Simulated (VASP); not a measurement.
The system is AlAs4.

```
Al As
1.0
     3.85000    0.00000    0.00000
    -1.92500    3.33420    0.00000
     0.00000    0.00000   16.50000
Al As
2 8
Cartesian
  0.0000 2.2228 1.2210
  1.9250 1.1114 15.2790
  1.9250 1.1114 1.3200
  0.0000 2.2228 15.1800
  0.0000 0.0000 3.8445
  0.0000 2.2228 5.1480
  1.9250 1.1114 7.6065
  0.0000 2.2228 8.8935
  0.0000 0.0000 12.6555
  1.9250 1.1114 11.3520
```

- Program: VASP 6.6.1
- Task: relaxation of cell and atoms
- Functional: PBE
- Potentials or basis: VASP PAW PBE potentials, release 64 (Al, As_d)
- Cutoff: 510 eV
- k mesh: 5 × 5 × 1
- Occupations: gaussian, width 0.2 eV
- Spin: no spin polarisation

At the start: pressure 9.8 GPa; volume 21.18 Å³/atom.

Problem. How do energy, volume and symmetry change on relaxing?

Solution. Over 23 steps the energy falls by 208.3 meV/atom and the volume is 24.57 Å³/atom (+16.0 %); space group P-3m1 (No. 164, to 0.1 Å) before and after.

Step by step:
| step | energy change (eV) | largest force (eV/Å) | pressure (GPa) | volume (Å³) |
| --- | --- | --- | --- | --- |
| 1 | 0.0000 | 1.6455 | 9.76 | 211.80 |
| 2 | -0.6884 | 0.8431 | -4.02 | 253.76 |
| 3 | -0.8810 | 0.8158 | -0.54 | 238.86 |
| 4 | -1.0344 | 0.7596 | -0.37 | 239.28 |
| 5 | -1.1438 | 0.6608 | -0.04 | 239.96 |
| 6 | -1.2955 | 0.8246 | -0.09 | 240.05 |
| 7 | -1.6670 | 0.8447 | -0.45 | 240.12 |
| 8 | -0.6505 | 2.2477 | -1.85 | 239.43 |
| 9 | -1.7044 | 0.6568 | -0.78 | 240.09 |
| 10 | -1.8582 | 0.6980 | -0.14 | 233.79 |
| 11 | -1.8591 | 0.7155 | -0.09 | 233.31 |
| 12 | -1.9602 | 0.4149 | 0.44 | 231.30 |
| 13 | -1.9911 | 0.1287 | 1.08 | 229.42 |
| 14 | -1.9940 | 0.3359 | -1.00 | 238.09 |
| 15 | -2.0088 | 0.2362 | -0.05 | 233.88 |
| 16 | -2.0362 | 0.1386 | -0.08 | 236.20 |
| 17 | -2.0595 | 0.2108 | -0.01 | 240.85 |
| 18 | -2.0717 | 0.1393 | -0.09 | 242.66 |
| 19 | -2.0720 | 0.1778 | -0.08 | 242.98 |
| 20 | -2.0797 | 0.1015 | 0.25 | 243.47 |
| 21 | -2.0798 | 0.1151 | 0.28 | 243.51 |
| 22 | -2.0813 | 0.0964 | -0.37 | 247.16 |
| 23 | -2.0827 | 0.0671 | -0.11 | 245.65 |

Final structure:
```
Al As
1.0
     3.87777    0.00000    0.00000
    -1.93889    3.35825    0.00000
     0.00000    0.00000   18.86383
Al As
2 8
Direct
  0.33333 0.66667 0.04634
  0.66667 0.33333 0.95366
  0.66667 0.33333 0.09530
  0.33333 0.66667 0.90470
  0.00000 0.00000 0.24897
  0.33333 0.66667 0.31737
  0.66667 0.33333 0.46555
  0.33333 0.66667 0.53445
  0.00000 0.00000 0.75103
  0.66667 0.33333 0.68263
```

Caveat: the volume moved by over 15 % at a fixed basis, so the end points are rough; this functional lacks dispersion, which binds layers or chains, so the pressure and a relaxed spacing across them are unreliable; the relaxation stopped at a loose force limit of 0.08 eV/Å, so its end isn't a converged minimum.
